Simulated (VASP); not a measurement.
Write the native input for VASP 6.6.1 that does the following.

```
Task                               : single point
Functional                         : HSE06
Potentials or basis                : VASP PAW PBE potentials, release 64 (Ir_sv_GW)
Cutoff                             : 420 eV
k mesh                             : 6 × 6 × 6
Occupations                        : fermi-dirac, width 0.1 eV
Spin                               : no spin polarisation
Dipole correction                  : no
Grid for exact exchange (PRECFOCK) : Normal
Further INCAR settings             : ALGO = Normal; EDIFF = 1e-06; NBANDS = 14
Share of exact exchange            : 0.25
Screening parameter                : 0.2079 1/Å
```

The system is Ir.

```xyz
1
Lattice="0.0000 1.9414 1.9414 1.9414 0.0000 1.9414 1.9414 1.9414 0.0000" Properties=species:S:1:pos:R:3 pbc="T T T"
Ir    0.0000    0.0000    0.0000
```

These files were run (other wordings do the same):

POSCAR

```
Ir
1.0
    0.0000000000      1.9414286187      1.9414286187
    1.9414286187      0.0000000000      1.9414286187
    1.9414286187      1.9414286187      0.0000000000
Ir
1
Direct
    0.0000000000      0.0000000000      0.0000000000
```

INCAR.step1

```
SYSTEM = Ir
PREC     = Accurate       ! precision mode
ENCUT    = 420            ! plane-wave cutoff, eV
EDIFF    = 1E-5           ! SCF threshold, eV
ISMEAR   = -1             ! smearing method
SIGMA    = 0.1            ! smearing width, eV
LREAL    = .FALSE.        ! projectors in reciprocal space
LASPH    = .TRUE.         ! aspherical terms in the spheres
NELM     = 120            ! most SCF steps
ALGO     = Normal         ! electronic algorithm
ISIF     = 2              ! what is computed and relaxed
LWAVE    = .TRUE.         ! write WAVECAR
GGA      = PE             ! functional
NBANDS   = 14             ! bands
GGA_COMPAT= .FALSE.
```

INCAR.step2

```
SYSTEM = Ir
PREC     = Accurate       ! precision mode
ENCUT    = 420            ! plane-wave cutoff, eV
EDIFF    = 1E-6           ! SCF threshold, eV
ISMEAR   = -1             ! smearing method
SIGMA    = 0.1            ! smearing width, eV
LREAL    = .FALSE.        ! projectors in reciprocal space
LASPH    = .TRUE.         ! aspherical terms in the spheres
NELM     = 120            ! most SCF steps
ALGO     = Normal         ! electronic algorithm
ISIF     = 2              ! what is computed and relaxed
LWAVE    = .FALSE.        ! write WAVECAR
LCHARG   = .TRUE.         ! write CHGCAR
GGA      = PE             ! functional
LHFCALC  = .TRUE.         ! exact exchange
HFSCREEN = 0.2079         ! screening, 1/A
PRECFOCK = Normal       
LELF     = .TRUE.         ! ELF
LVHAR    = .TRUE.       
ISTART   = 1            
NBANDS   = 14             ! bands
GGA_COMPAT= .FALSE.
```

KPOINTS

```
regular mesh
0
G
  6 6 6
  0 0 0
```

Potentials or basis: VASP PAW PBE potentials, release 64 (Ir_sv_GW).

Command:

```sh
$ cat potpaw_PBE.64/Ir_sv_GW/POTCAR > POTCAR
$ cp INCAR.step1 INCAR
$ mpirun -np 1 vasp_std > vasp.out
$ cp INCAR.step2 INCAR
$ mpirun -np 1 vasp_std > vasp.out
```

Results of the run:

| Property | Result |
| --- | --- |
| Pressure | -17.0 GPa |
| Band gap on the k mesh | zero (an odd number of electrons rules out a gap without spin polarisation) |

Caveat: the k points lie up to 0.47 Å⁻¹ apart, too coarse for converged energies and pressures of a metal; the PAW data sets were made with another functional, which shifts forces and pressure a little; spin-orbit coupling is left out, which moves the levels of the heavy elements.

Run time: 7 min on 1 thread of Intel(R) Xeon(R) Platinum 8259CL CPU @ 2.50GHz (Skylake/Cascade Lake) (shared host), peak memory 0.23 GiB.
